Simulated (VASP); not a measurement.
Here is a VASP 6.6.1 calculation.

File INCAR:

```
SYSTEM = Sn
ALGO = Normal
EDIFF = 1E-7
ENCUT = 520
GGA = CA
GGA_COMPAT = .FALSE.
ISIF = 2
ISMEAR = 1
LASPH = .TRUE.
LCHARG = .TRUE.
LNONCOLLINEAR = .TRUE.
LORBIT = 11
LORBMOM = .TRUE.
LREAL = .FALSE.
LSORBIT = .TRUE.
LVHAR = .TRUE.
LWAVE = .FALSE.
MAGMOM = 0.031 -0.001 -0.084 0.001 0.106 -0.057
NBANDS = 40
NELM = 150
PREC = Accurate
SIGMA = 0.1
```

The input KPOINTS:

```
k-points
0
G
  5 5 5
  0 0 0
```

POSCAR

```
Sn
1.0
    0.0000000000      3.1673376916      3.1673376916
    3.1673376916      0.0000000000      3.1673376916
    3.1673376916      3.1673376916      0.0000000000
Sn
2
Direct
    0.7439350000      0.7444740000      0.7521720000
    0.5057080000      0.4909210000      0.4975020000
```

Potentials or basis: VASP PAW LDA potentials, release 64 (Sn_d).

Command:

```console
$ cat potpaw_LDA.64/Sn_d/POTCAR > POTCAR
$ mpirun -np 1 vasp_ncl > vasp.out
```

Task: What does it give for the net moment?

Result: 0.00 μB per cell.

Task: What does it give for the pressure?

Result: 3.7 GPa.

Task: What does it give for the largest force?

Result: 0.343 eV/Å.

Forces on the atoms (eV/Å):
```
Sn  -0.209  0.174  0.209
Sn   0.209 -0.174 -0.209
```
